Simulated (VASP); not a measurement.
# B2W (P6/mmm) in VASP: a series of runs

Runs on B2W. Level: LDA. Tasks: electric field gradients.

Everything below comes from runs of VASP 6.6.1. Logs are shortened: lines on timing, memory, paths and dates and some standing lists are left out, and cuts for length are marked.

### 1 The cell of the first run

It takes space group P6/mmm (No. 191, hexagonal). Conventional cell: a = 2.979 Å, b = 2.979 Å, c = 3.009 Å, α = 90.00°, β = 90.00°, γ = 120.00°. B (site symmetry -6m2) has 3 B at 1.72 Å and 6 W at 2.29 Å within 2.3 Å. Within 3.1 Å of W (site symmetry 6/mmm) lie 12 B at 2.29 Å and 8 W at 2.98 to 3.01 Å.

### 2 Electric field gradients, LDA (7.71 Å³/atom)

INCAR

```
PREC = Accurate
ENCUT = 520
EDIFF = 1E-8
ISMEAR = -1
SIGMA = 0.05
LREAL = F
LASPH = T
NELM = 80
ALGO = Normal
ISIF = 2
LWAVE = F
LCHARG = F
LEFG = T
NBANDS = 17
```

KPOINTS

```
Automatic mesh
0
Gamma
  14 14 12
```

POSCAR

```
B2W
1.0
    2.9791855871      0.0000000000      0.0000000000
   -1.4895927936      2.5800504010      0.0000000000
    0.0000000000      0.0000000000      3.0087787307
B W
2 1
Direct
    0.3333333333      0.6666666667      0.5000000000
    0.6666666667      0.3333333333      0.5000000000
    0.0000000000      0.0000000000      0.0000000000
```

Potentials or basis: VASP PAW LDA potentials, release 64 (B, W_sv).

Command:

```console
$ cat potpaw_LDA.64/B/POTCAR potpaw_LDA.64/W_sv/POTCAR > POTCAR
$ mpirun -np 1 vasp_std > vasp.out
```

OUTCAR:

```text
PREC = Accurate
   ENCUT = 520
   EDIFF = 1E-8
   ISMEAR = -1
   LREAL = F
   LASPH = T
   NELM = 80
   ISIF = 2

 ion  position               nearest neighbor table
   1  0.333  0.667  0.500-   2 1.72   2 1.72   2 1.72   3 2.29   3 2.29   3 2.29   3 2.29   3 2.29
                             3 2.29
   2  0.667  0.333  0.500-   1 1.72   1 1.72   1 1.72   3 2.29   3 2.29   3 2.29   3 2.29   3 2.29
                             3 2.29
   3  0.000  0.000  0.000-   1 2.29   2 2.29   1 2.29   2 2.29   2 2.29   2 2.29   1 2.29   1 2.29
                             2 2.29   2 2.29   1 2.29   1 2.29

  LATTYP: Found a hexagonal cell.
 ALAT       =     2.9791855871
 C/A-ratio  =     1.0099332998

  Lattice vectors:

 A1 = (   2.9791855871,   0.0000000000,   0.0000000000)
 A2 = (  -1.4895927936,   2.5800504010,   0.0000000000)
 A3 = (   0.0000000000,   0.0000000000,   3.0087787307)

Analysis of symmetry for initial positions (statically):
=====================================================================
 Subroutine PRICEL returns:
 Original cell was already a primitive cell.

 Routine SETGRP: Setting up the symmetry group for a
 hexagonal supercell.

 Subroutine GETGRP returns: Found 24 space group operations
 (whereof 24 operations were pure point group operations)
 out of a pool of 24 trial point group operations.

The static configuration has the point symmetry D_6h.

Analysis of symmetry for dynamics (positions and initial velocities):
=====================================================================
 Subroutine PRICEL returns:
 Original cell was already a primitive cell.

 Routine SETGRP: Setting up the symmetry group for a
 hexagonal supercell.

 Subroutine GETGRP returns: Found 24 space group operations
 (whereof 24 operations were pure point group operations)
 out of a pool of 24 trial point group operations.

The dynamic configuration has the point symmetry D_6h.

 Subroutine INISYM returns: Found 24 space group operations
 (whereof 24 operations are pure point group operations),
 and found     1 'primitive' translations

----------------------------------------------------------------------------------------

                                     Primitive cell

  volume of cell :      23.1268

  direct lattice vectors                    reciprocal lattice vectors
     2.979185587  0.000000000  0.000000000     0.335662204  0.193794664  0.000000000
    -1.489592794  2.580050401  0.000000000     0.000000000  0.387589328  0.000000000
     0.000000000  0.000000000  3.008778731     0.000000000  0.000000000  0.332360765

  length of vectors
     2.979185587  2.979185587  3.008778731     0.387589328  0.387589328  0.332360765

  position of ions in fractional coordinates (direct lattice)
     0.333333333  0.666666667  0.500000000
     0.666666667  0.333333333  0.500000000
     0.000000000  0.000000000  0.000000000

  ion indices of the primitive-cell ions
   primitive index   ion index
                 1           1
                 2           2
                 3           3

----------------------------------------------------------------------------------------

 KPOINTS: Automatic mesh

Automatic generation of k-mesh.
 Grid dimensions read from file:
 generate k-points for:   14   14   12

 Generating k-lattice:

  Cartesian coordinates                     Fractional coordinates (reciprocal lattice)
     0.023975872  0.013842476  0.000000000     0.071428571  0.000000000  0.000000000
     0.000000000  0.027684952  0.000000000     0.000000000  0.071428571  0.000000000
     0.000000000  0.000000000  0.027696730     0.000000000  0.000000000  0.083333333

  Length of vectors
     0.027684952  0.027684952  0.027696730

  Shift w.r.t. Gamma in fractional coordinates (k-lattice)
     0.000000000  0.000000000  0.000000000

 Subroutine IBZKPT returns following result:
 ===========================================

 Found    168 irreducible k-points:

 Following reciprocal coordinates:
            Coordinates               Weight
  0.000000  0.000000  0.000000      1.000000
  0.071429 -0.000000  0.000000      6.000000
  0.142857 -0.000000  0.000000      6.000000
  0.214286  0.000000  0.000000      6.000000
  0.285714  0.000000  0.000000      6.000000
  0.357143  0.000000  0.000000      6.000000
[... 16 lines left out ...]
  0.285714  0.285714  0.000000      6.000000
  0.357143  0.285714  0.000000      6.000000
 [... further k-points ...]
   k-points           NKPTS =    168   k-points in BZ     NKDIM =    168   number of bands    NBANDS=     17
   number of dos      NEDOS =    301   number of ions     NIONS =      3
   total plane-waves  NPLWV =  13824
   dimension x,y,z NGX =    24 NGY =   24 NGZ =   24
   dimension x,y,z NGXF=    48 NGYF=   48 NGZF=   48
   ions per type =               2   1
   NGX,Y,Z   is equivalent  to a cutoff of  13.39, 13.39, 13.26 a.u.
   NGXF,Y,Z  is equivalent  to a cutoff of  26.79, 26.79, 26.52 a.u.
 SYSTEM =  unknown system
   PREC   = accura    normal or accurate (medium, high low for compatibility)
   ISTART =      0    job   : 0-new  1-cont  2-samecut
   ICHARG =      2    charge: 1-file 2-atom 10-const
   ISPIN  =      1    spin polarized calculation?
   LNONCOLLINEAR =      F non collinear calculations
   LSORBIT =      F    spin-orbit coupling
   LASPH  =      T    aspherical Exc in radial PAW
   ENCUT  =  520.0 eV  38.22 Ry    6.18 a.u.   5.54  5.54  5.59*2*pi/ulx,y,z
   NELM   =     80;   NELMIN=  2; NELMDL= -5     # of ELM steps
   EDIFF  = 0.1E-07   stopping-criterion for ELM
   LREAL  =      F    real-space projection
   EDIFFG = 0.1E-06   stopping-criterion for IOM
   NSW    =      0    number of steps for IOM
   IBRION =     -1    ionic relax: 0-MD 1-quasi-New 2-CG
   NFREE  =      0    steps in history (QN), initial steepest desc. (CG)
   ISIF   =      2    stress and relaxation
   ISYM   =      2    0-nonsym 1-usesym 2-fastsym
   POTIM  = 0.5000    time-step for ionic-motion
   TEBEG  =    0.0;   TEEND  =   0.0 temperature during run
   PSTRESS=    0.0 pullay stress
   NELECT =      20.0000    total number of electrons
   NUPDOWN=      -1.0000    fix difference up-down
   EMIN   =  10.00;   EMAX   =-10.00  energy-range for DOS
   EFERMI =   0.00;   METHOD = LEGACY
   ISMEAR =    -1;   SIGMA  =   0.05  broadening in eV -4-tet -1-fermi 0-gaus
   EFERMI_NEDOS =   21; number of points for ismear=-14 and -15
   IALGO  =     38    algorithm
   IMIX   =      4    mixing-type and parameters
     AMIX     =   0.40;   BMIX     =  1.00
     AMIX_MAG =   1.60;   BMIX_MAG =  1.00
  volume/ion in A,a.u.               =       7.71        52.02
  Fermi-wavevector in a.u.,A,eV,Ry     =   1.559718  2.947440 33.099180  2.432721
  Thomas-Fermi vector in A             =   2.663036
   LORBIT       =      0    0 simple, 1 ext, 2 COOP (PROOUT), +10 PAW based schemes
   GGA     = CA    functional components
   LHFCALC =     F    Hartree Fock is set to
   AEXX    =    0.0000 exact exchange contribution
   IVDW    =     0    specifies the selected vdW correction
   LEPSILON=     F    determine dielectric tensor
   LRPA    =     F    only Hartree local field effects (RPA)
 non-spin polarized calculation
  energy-cutoff  :      520.00
  volume of cell :       23.13
 maximum number of plane-waves:       642
 NGX is ok and might be reduce to    24
   NGX = 11   NGY = 11   NGZ = 11

 number of electron      19.9999999 magnetization

 Free energy of the ion-electron system (eV)
  ---------------------------------------------------
  ext. energy  EPLUGINS =         0.00000000
  ---------------------------------------------------
  free energy    TOTEN  =       -29.06193430 eV

  energy without entropy =      -29.05125628  energy(sigma->0) =      -29.05659529

 E-fermi :  14.2879     XC(G=0): -14.3728

 val. band max:       14.2726234529   @ k =   0.2143   0.2143   0.0833
 cond. band min:      14.2891047661   @ k =   0.0714   0.0714   0.3333
 fundamental gap:      0.0164813133
 Fermi energy:        14.2879263813

 k-point     1 :       0.0000    0.0000    0.0000
  band No.  band energies     occupation
      1     -60.4201      2.00000
      2     -25.0645      2.00000
      3     -24.7514      2.00000
      4     -24.7514      2.00000
      5      -2.6836      2.00000
      6       7.7334      2.00000
[... 9 lines left out ...]
     16      18.2721      0.00000
     17      22.0819      0.00000

 k-point     2 :       0.0714   -0.0000    0.0000
  band No.  band energies     occupation
      1     -60.4178      2.00000
      2     -25.0590      2.00000
      3     -24.7887      2.00000
      4     -24.7600      2.00000
      5      -2.5574      2.00000
      6       7.4895      2.00000
[... 9 lines left out ...]
     16      19.1912      0.00000
     17      21.7015      0.00000

 k-point     3 :       0.1429   -0.0000    0.0000
  band No.  band energies     occupation
      1     -60.4114      2.00000
      2     -25.0433      2.00000
      3     -24.8919      2.00000
      4     -24.7840      2.00000
      5      -2.1910      2.00000
      6       6.8609      2.00000
[... 9 lines left out ...]
     16      20.7959      0.00000
     17      20.9517      0.00000

 k-point     4 :       0.2143    0.0000    0.0000
  band No.  band energies     occupation
      1     -60.4022      2.00000
      2     -25.0382      2.00000
      3     -25.0205      2.00000
      4     -24.8185      2.00000
      5      -1.6186      2.00000
      6       6.0378      2.00000
[... 9 lines left out ...]
     16      21.5051      0.00000
     17      22.5931      0.00000
[... 343 lines left out ...]
      1     -60.3704      2.00000
      2     -25.3675      2.00000
      3     -25.0941      2.00000
      4     -24.9419      2.00000
      5       1.9274      2.00000
      6       3.3867      2.00000
[... 9 lines left out ...]
     16      24.1933      0.00000
     17      26.7806      0.00000

 k-point    23 :       0.2857    0.2857    0.0000
  band No.  band energies     occupation
      1     -60.3699      2.00000
      2     -25.3277      2.00000
      3     -25.1451      2.00000
      4     -24.9407      2.00000
      5       2.0172      2.00000
      6       3.8341      2.00000
[... 9 lines left out ...]
     16      25.2455      0.00000
     17      26.2057      0.00000

 k-point    24 :       0.3571    0.2857    0.0000
  band No.  band energies     occupation
      1     -60.3684      2.00000
      2     -25.3040      2.00000
      3     -25.1962      2.00000
      4     -24.9371      2.00000
      5       2.7850      2.00000
      6       3.3558      2.00000
[... 9 lines left out ...]
     16      25.2422      0.00000
     17      26.4176      0.00000

 [... further k-points ...]

------------------------ aborting loop because EDIFF is reached ----------------------------------------

  FORCE on cell =-STRESS in cart. coord.  units (eV):
  Direction    XX          YY          ZZ          XY          YZ          ZX
  --------------------------------------------------------------------------------------
  -------------------------------------------------------------------------------------
  Total        5.5626303      5.5626303      8.1080800     -0.0000000      0.0000000      0.0000000
  in kB      385.3672276    385.3672276    561.7105839     -0.0000000      0.0000000      0.0000000
  external PRESSURE =     444.1483463 kB  Pullay stress =       0.0000000 kB

 VOLUME and BASIS-vectors are now :
 -----------------------------------------------------------------------------
  energy-cutoff  :      520.00
  volume of cell :       23.13
      direct lattice vectors                 reciprocal lattice vectors
     2.979185587  0.000000000  0.000000000     0.335662204  0.193794664  0.000000000
    -1.489592794  2.580050401  0.000000000     0.000000000  0.387589328  0.000000000
     0.000000000  0.000000000  3.008778731     0.000000000  0.000000000  0.332360765

 POSITION                                       TOTAL-FORCE (eV/Angst)
 -----------------------------------------------------------------------------------
     -0.00000      1.72003      1.50439        -0.000000      0.000000      0.000000
      1.48959      0.86002      1.50439         0.000000     -0.000000      0.000000
      0.00000      0.00000      0.00000        -0.000000      0.000000      0.000000
 -----------------------------------------------------------------------------------
    total drift:                               -0.000000      0.000000      0.000000

  FREE ENERGIE OF THE ION-ELECTRON SYSTEM (eV)
  ---------------------------------------------------
  free  energy   TOTEN  =       -29.0619342967 eV

  energy  without entropy=      -29.0512562809  energy(sigma->0) =      -29.05659529

 Electric field gradients (V/A^2)
---------------------------------------------------------------------
 ion       V_xx      V_yy      V_zz      V_xy      V_xz      V_yz
---------------------------------------------------------------------
   1      -1.035    -1.035     2.069    -0.000     0.000    -0.000
   2      -1.035    -1.035     2.069    -0.000     0.000    -0.000
   3      -7.454    -7.454    14.908     0.000    -0.000     0.000
---------------------------------------------------------------------

 Electric field gradients after diagonalization (V/A^2)
 (convention: |V_zz| > |V_xx| > |V_yy|)
----------------------------------------------------------------------
 ion       V_xx      V_yy      V_zz     asymmetry (V_yy - V_xx)/ V_zz
----------------------------------------------------------------------
   1      -1.035    -1.035     2.069       0.000
   2      -1.035    -1.035     2.069       0.000
   3      -7.454    -7.454    14.908       0.000
----------------------------------------------------------------------

           NMR quadrupolar parameters

 Cq : quadrupolar parameter    Cq=e*Q*V_zz/h
 eta: asymmetry parameters     (V_yy - V_xx)/ V_zz
 Q  : nuclear electric quadrupole moment in mb (millibarn)
----------------------------------------------------------------------
 ion       Cq(MHz)       eta       Q (mb)
----------------------------------------------------------------------
   1       0.005       0.000       1.000
   2       0.005       0.000       1.000
   3       0.036       0.000       1.000
----------------------------------------------------------------------
```

It took 47 s on 1 thread of Intel Xeon 8259CL, shared host; peak memory 0.18 GiB.

Results:

```yaml
Free_energy: -29.0619 eV
Pressure: 44.4 GPa
Band_gap_on_the_k_mesh: zero (bands 10 and 11 overlap by 5.05 eV)
Largest_electric_field_gradient_by_atom: B +2.1; W +14.9 V/Å²
```

Stress tensor (GPa, compression positive):
```
38.54  0.00  0.00
 0.00 38.54  0.00
 0.00  0.00 56.17
```

Electric field gradients, principal values (V/Å²):
| atom | least | middle | greatest (by size) |
| --- | --- | --- | --- |
| 1 B | -1.035 | -1.035 | 2.069 |
| 2 B | -1.035 | -1.035 | 2.069 |
| 3 W | -7.454 | -7.454 | 14.908 |

Caveat: the cell stands under pressure; without QUAD_EFG the Cq values of the log hold for a quadrupole moment of 1 mb, not for the nuclei; spin-orbit coupling is left out, which moves the levels of the heavy elements.

[end of part 1 of 3]
